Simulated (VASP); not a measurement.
# LiBr (Fm-3m) in VASP: a series of runs

Runs on LiBr. Level: PBEsol. Tasks: single point.

Everything below comes from runs of VASP 6.6.1. Logs are shortened: lines on timing, memory, paths and dates and some standing lists are left out, and cuts for length are marked.

## (1) The cell of the first run

The structure is cubic, space group Fm-3m (No. 225). Conventional cell: a = 5.489 Å, b = 5.489 Å, c = 5.489 Å, α = 90.00°, β = 90.00°, γ = 90.00°. Li (site symmetry m-3m) has 6 Br at 2.74 Å within 3.6 Å. Within 3.6 Å of Br (site symmetry m-3m) lie 6 Li at 2.74 Å.

## (2) Single point, PBEsol

INCAR reads:

```
SYSTEM = LiBr
PREC = Accurate
ENCUT = 750
EDIFF = 1E-6
ISMEAR = 0
SIGMA = 0.05
LREAL = .False.
LASPH = .True.
NELM = 120
ALGO = Normal
ISIF = 2
LWAVE = .False.
LCHARG = .False.
GGA = PS
NBANDS = 12
GGA_COMPAT = .False.
```

KPOINTS reads:

```
regular mesh
0
Gamma
  10 10 10
  0 0 0
```

POSCAR reads:

```
LiBr
1.0
    0.0000000000      2.7445003033      2.7445003033
    2.7445003033      0.0000000000      2.7445003033
    2.7445003033      2.7445003033      0.0000000000
Li Br
1 1
Direct
    0.0000000000      0.0000000000      0.0000000000
    0.5000000000      0.5000000000      0.5000000000
```

Potentials or basis: VASP PAW PBE potentials, release 64 (Li_sv, Br).

On the command line:

```console
> cat potpaw_PBE.64/Li_sv/POTCAR potpaw_PBE.64/Br/POTCAR > POTCAR
> mpirun -np 1 vasp_std > vasp.out
```

OUTCAR:

```text
SYSTEM = LiBr
   PREC = Accurate
   ENCUT = 750
   EDIFF = 1E-6
   ISMEAR = 0
   LREAL = .False.
   LASPH = .True.
   NELM = 120
   ISIF = 2
   GGA = PS

 ion  position               nearest neighbor table
   1  0.000  0.000  0.000-
   2  0.500  0.500  0.500-

  LATTYP: Found a face centered cubic cell.
 ALAT       =     5.4890006066

  Lattice vectors:

 A1 = (   0.0000000000,   2.7445003033,   2.7445003033)
 A2 = (   2.7445003033,   0.0000000000,   2.7445003033)
 A3 = (   2.7445003033,   2.7445003033,   0.0000000000)

Analysis of symmetry for initial positions (statically):
=====================================================================
 Subroutine PRICEL returns:
 Original cell was already a primitive cell.

 Routine SETGRP: Setting up the symmetry group for a
 face centered cubic supercell.

 Subroutine GETGRP returns: Found 48 space group operations
 (whereof 48 operations were pure point group operations)
 out of a pool of 48 trial point group operations.

The static configuration has the point symmetry O_h .

Analysis of symmetry for dynamics (positions and initial velocities):
=====================================================================
 Subroutine PRICEL returns:
 Original cell was already a primitive cell.

 Routine SETGRP: Setting up the symmetry group for a
 face centered cubic supercell.

 Subroutine GETGRP returns: Found 48 space group operations
 (whereof 48 operations were pure point group operations)
 out of a pool of 48 trial point group operations.

The dynamic configuration has the point symmetry O_h .

 Subroutine INISYM returns: Found 48 space group operations
 (whereof 48 operations are pure point group operations),
 and found     1 'primitive' translations

----------------------------------------------------------------------------------------

                                     Primitive cell

  volume of cell :      41.3447

  direct lattice vectors                    reciprocal lattice vectors
     0.000000000  2.744500303  2.744500303    -0.182182527  0.182182527  0.182182527
     2.744500303  0.000000000  2.744500303     0.182182527 -0.182182527  0.182182527
     2.744500303  2.744500303  0.000000000     0.182182527  0.182182527 -0.182182527

  length of vectors
     3.881309551  3.881309551  3.881309551     0.315549393  0.315549393  0.315549393

  position of ions in fractional coordinates (direct lattice)
     0.000000000  0.000000000  0.000000000
     0.500000000  0.500000000  0.500000000

  ion indices of the primitive-cell ions
   primitive index   ion index
                 1           1
                 2           2

----------------------------------------------------------------------------------------

 KPOINTS: regular mesh

Automatic generation of k-mesh.
 Grid dimensions read from file:
 generate k-points for:   10   10   10

 Generating k-lattice:

  Cartesian coordinates                     Fractional coordinates (reciprocal lattice)
    -0.018218253  0.018218253  0.018218253     0.100000000  0.000000000  0.000000000
     0.018218253 -0.018218253  0.018218253     0.000000000  0.100000000  0.000000000
     0.018218253  0.018218253 -0.018218253     0.000000000  0.000000000  0.100000000

  Length of vectors
     0.031554939  0.031554939  0.031554939

  Shift w.r.t. Gamma in fractional coordinates (k-lattice)
     0.000000000  0.000000000  0.000000000

 Subroutine IBZKPT returns following result:
 ===========================================

 Found     47 irreducible k-points:

 Following reciprocal coordinates:
            Coordinates               Weight
  0.000000  0.000000  0.000000      1.000000
  0.100000  0.000000  0.000000      8.000000
  0.200000  0.000000  0.000000      8.000000
  0.300000  0.000000  0.000000      8.000000
  0.400000  0.000000  0.000000      8.000000
  0.500000  0.000000  0.000000      4.000000
[... 16 lines left out ...]
  0.300000  0.300000  0.000000      6.000000
  0.400000  0.300000  0.000000     24.000000
 [... further k-points ...]
   k-points           NKPTS =     47   k-points in BZ     NKDIM =     47   number of bands    NBANDS=     12
   number of dos      NEDOS =    301   number of ions     NIONS =      2
   total plane-waves  NPLWV =  46656
   dimension x,y,z NGX =    36 NGY =   36 NGZ =   36
   dimension x,y,z NGXF=    72 NGYF=   72 NGZF=   72
   ions per type =               1   1
   NGX,Y,Z   is equivalent  to a cutoff of  15.42, 15.42, 15.42 a.u.
   NGXF,Y,Z  is equivalent  to a cutoff of  30.84, 30.84, 30.84 a.u.
 SYSTEM =  LiBr
   PREC   = accura    normal or accurate (medium, high low for compatibility)
   ISTART =      0    job   : 0-new  1-cont  2-samecut
   ICHARG =      2    charge: 1-file 2-atom 10-const
   ISPIN  =      1    spin polarized calculation?
   LNONCOLLINEAR =      F non collinear calculations
   LSORBIT =      F    spin-orbit coupling
   LASPH  =      T    aspherical Exc in radial PAW
   ENCUT  =  750.0 eV  55.12 Ry    7.42 a.u.   8.67  8.67  8.67*2*pi/ulx,y,z
   NELM   =    120;   NELMIN=  2; NELMDL= -5     # of ELM steps
   EDIFF  = 0.1E-05   stopping-criterion for ELM
   LREAL  =      F    real-space projection
   EDIFFG = 0.1E-04   stopping-criterion for IOM
   NSW    =      0    number of steps for IOM
   IBRION =     -1    ionic relax: 0-MD 1-quasi-New 2-CG
   NFREE  =      0    steps in history (QN), initial steepest desc. (CG)
   ISIF   =      2    stress and relaxation
   ISYM   =      2    0-nonsym 1-usesym 2-fastsym
   POTIM  = 0.5000    time-step for ionic-motion
   TEBEG  =    0.0;   TEEND  =   0.0 temperature during run
   PSTRESS=    0.0 pullay stress
   NELECT =      10.0000    total number of electrons
   NUPDOWN=      -1.0000    fix difference up-down
   EMIN   =  10.00;   EMAX   =-10.00  energy-range for DOS
   EFERMI =   0.00;   METHOD = LEGACY
   ISMEAR =     0;   SIGMA  =   0.05  broadening in eV -4-tet -1-fermi 0-gaus
   EFERMI_NEDOS =   21; number of points for ismear=-14 and -15
   IALGO  =     38    algorithm
   IMIX   =      4    mixing-type and parameters
     AMIX     =   0.40;   BMIX     =  1.00
     AMIX_MAG =   1.60;   BMIX_MAG =  1.00
  volume/ion in A,a.u.               =      20.67       139.50
  Fermi-wavevector in a.u.,A,eV,Ry     =   1.020003  1.927527 14.155591  1.040407
  Thomas-Fermi vector in A             =   2.153549
   LORBIT       =      0    0 simple, 1 ext, 2 COOP (PROOUT), +10 PAW based schemes
   GGA     = PS    functional components
   LHFCALC =     F    Hartree Fock is set to
   AEXX    =    0.0000 exact exchange contribution
   IVDW    =     0    specifies the selected vdW correction
   LEPSILON=     F    determine dielectric tensor
   LRPA    =     F    only Hartree local field effects (RPA)
 non-spin polarized calculation
 Gauss-broadening in eV      SIGMA  =   0.05
  energy-cutoff  :      750.00
  volume of cell :       41.34
 maximum number of plane-waves:      1964
   NGX = 17   NGY = 17   NGZ = 17

 number of electron      10.0000001 magnetization

 Free energy of the ion-electron system (eV)
  ---------------------------------------------------
  ext. energy  EPLUGINS =         0.00000000
  ---------------------------------------------------
  free energy    TOTEN  =        -6.92904666 eV

  energy without entropy =       -6.92904666  energy(sigma->0) =       -6.92904666

 E-fermi :   0.5723     XC(G=0):  -8.6131

 val. band max:        0.2843462762   @ k =  -0.1000   0.1000   0.0000
 cond. band min:       5.0763412596   @ k =   0.0000   0.0000   0.0000
 fundamental gap:      4.7919949834
 Fermi energy:         0.5723076869

 k-point     1 :       0.0000    0.0000    0.0000
  band No.  band energies     occupation
      1     -43.3806      2.00000
      2     -13.2003      2.00000
      3       0.2809      2.00000
      4       0.2809      2.00000
      5       0.2809      2.00000
      6       5.0763      0.00000
      7      10.6734      0.00000
      8      10.6734      0.00000
      9      10.6734      0.00000
     10      12.4793      0.00000
     11      12.4793      0.00000
     12      12.4793      0.00000

 k-point     2 :       0.1000    0.0000    0.0000
  band No.  band energies     occupation
      1     -43.3805      2.00000
      2     -13.1582      2.00000
      3      -0.1290      2.00000
      4       0.2521      2.00000
      5       0.2521      2.00000
      6       5.4523      0.00000
      7      10.0922      0.00000
      8      10.6438      0.00000
      9      10.6438      0.00000
     10      11.6745      0.00000
     11      11.6745      0.00000
     12      12.7527      0.00000

 k-point     3 :       0.2000    0.0000    0.0000
  band No.  band energies     occupation
      1     -43.3802      2.00000
      2     -13.0442      2.00000
      3      -0.9945      2.00000
      4       0.1801      2.00000
      5       0.1801      2.00000
      6       6.0184      0.00000
      7       9.7062      0.00000
      8       9.8526      0.00000
      9       9.8526      0.00000
     10      12.0352      0.00000
     11      12.0352      0.00000
     12      13.0367      0.00000
[... 286 lines left out ...]
 k-point    23 :       0.3000    0.3000    0.0000
  band No.  band energies     occupation
      1     -43.3796      2.00000
      2     -12.7801      2.00000
      3      -1.7854      2.00000
      4      -0.5270      2.00000
      5      -0.5270      2.00000
      6       7.2013      0.00000
      7       7.9484      0.00000
      8       9.1251      0.00000
      9      11.5843      0.00000
     10      11.5843      0.00000
     11      14.8200      0.00000
     12      16.6478      0.00000

 k-point    24 :       0.4000    0.3000    0.0000
  band No.  band energies     occupation
      1     -43.3794      2.00000
      2     -12.6725      2.00000
      3      -2.1594      2.00000
      4      -0.7731      2.00000
      5      -0.6340      2.00000
      6       6.9938      0.00000
      7       7.8713      0.00000
      8       9.6918      0.00000
      9      11.3977      0.00000
     10      12.2398      0.00000
     11      15.8371      0.00000
     12      17.4195      0.00000

 [... further k-points ...]
[... 5 lines left out ...]
  --------------------------------------------------------------------------------------
  -------------------------------------------------------------------------------------
  Total       -0.2964966     -0.2964966     -0.2964966      0.0000000     -0.0000000     -0.0000000
  in kB      -11.4897458    -11.4897458    -11.4897458      0.0000000     -0.0000000     -0.0000000
  external PRESSURE =     -11.4897458 kB  Pullay stress =       0.0000000 kB

 VOLUME and BASIS-vectors are now :
 -----------------------------------------------------------------------------
  energy-cutoff  :      750.00
  volume of cell :       41.34
      direct lattice vectors                 reciprocal lattice vectors
     0.000000000  2.744500303  2.744500303    -0.182182527  0.182182527  0.182182527
     2.744500303  0.000000000  2.744500303     0.182182527 -0.182182527  0.182182527
     2.744500303  2.744500303  0.000000000     0.182182527  0.182182527 -0.182182527

 POSITION                                       TOTAL-FORCE (eV/Angst)
 -----------------------------------------------------------------------------------
      0.00000      0.00000      0.00000         0.000000     -0.000000      0.000000
      2.74450      2.74450      2.74450        -0.000000      0.000000     -0.000000
 -----------------------------------------------------------------------------------
    total drift:                                0.000000      0.000000      0.000000

  FREE ENERGIE OF THE ION-ELECTRON SYSTEM (eV)
  ---------------------------------------------------
  free  energy   TOTEN  =        -6.9290466585 eV

  energy  without entropy=       -6.9290466585  energy(sigma->0) =       -6.92904666
```

Wall time 35 s (1 thread of AMD EPYC 7R43 (Zen 3), shared host); peak memory 0.17 GiB.

What came out:

```
Free energy            : -6.9290 eV
Pressure               : -1.1 GPa
Band gap on the k mesh : 4.79 eV, indirect (the least direct gap lies 3.4 meV higher)
```

Caveat: the PAW data sets were made with another functional, which shifts forces and pressure a little. A k mesh can miss the band edges.

## (3) Single point, PBEsol

INCAR reads:

```
ALGO     = Normal         # electronic algorithm
EDIFF    = 1E-6           # SCF threshold, eV
ENCUT    = 750            # plane-wave cutoff, eV
GGA      = PS             # functional
GGA_COMPAT= False        
ISIF     = 2              # what is computed and relaxed
ISMEAR   = 0              # smearing method
LASPH    = True           # aspherical terms in the spheres
LCHARG   = False          # write CHGCAR
LREAL    = False          # projectors in reciprocal space
LWAVE    = False          # write WAVECAR
NBANDS   = 12             # bands
NELM     = 120            # most SCF steps
PREC     = Accurate       # precision mode
SIGMA    = 0.05           # smearing width, eV
```

KPOINTS reads:

```
k-points
0
Gamma
  10 10 10
```

POSCAR is that of step 2.

Potentials or basis: VASP PAW PBE potentials, release 64 (Li_sv, Br).

On the command line:

```console
> cat potpaw_PBE.64/Li_sv/POTCAR potpaw_PBE.64/Br/POTCAR > POTCAR
> mpirun -np 1 vasp_std > vasp.out
```

It took 35 s on 1 thread of AMD EPYC 7R43 (Zen 3), shared host; peak memory 0.18 GiB.

The run converged. Its results:

```
Free energy            : -6.9290 eV
Pressure               : -1.1 GPa
Band gap on the k mesh : 4.79 eV, indirect (the least direct gap lies 3.4 meV higher)
```

Levels at points of the mesh, in eV from the valence-band top:
| k point | band 1 | band 2 | band 3 | band 4 | band 5 | band 6 | band 7 | band 8 | band 9 | band 10 |
| --- | --- | --- | --- | --- | --- | --- | --- | --- | --- | --- |
| (0.00, 0.00, 0.00) | -43.66 | -13.48 | 0.00 | 0.00 | 0.00 | 4.79 | 10.39 | 10.39 | 10.39 | 12.20 |
| (0.50, 0.00, 0.00) | -43.66 | -13.00 | -2.96 | -0.27 | -0.27 | 5.46 | 8.03 | 8.03 | 11.72 | 13.88 |
| (0.50, 0.50, 0.00) | -43.66 | -12.80 | -2.97 | -1.17 | -1.17 | 6.16 | 6.93 | 11.54 | 12.39 | 12.39 |

Caveat: the PAW data sets were made with another functional, which shifts forces and pressure a little. A k mesh can miss the band edges.
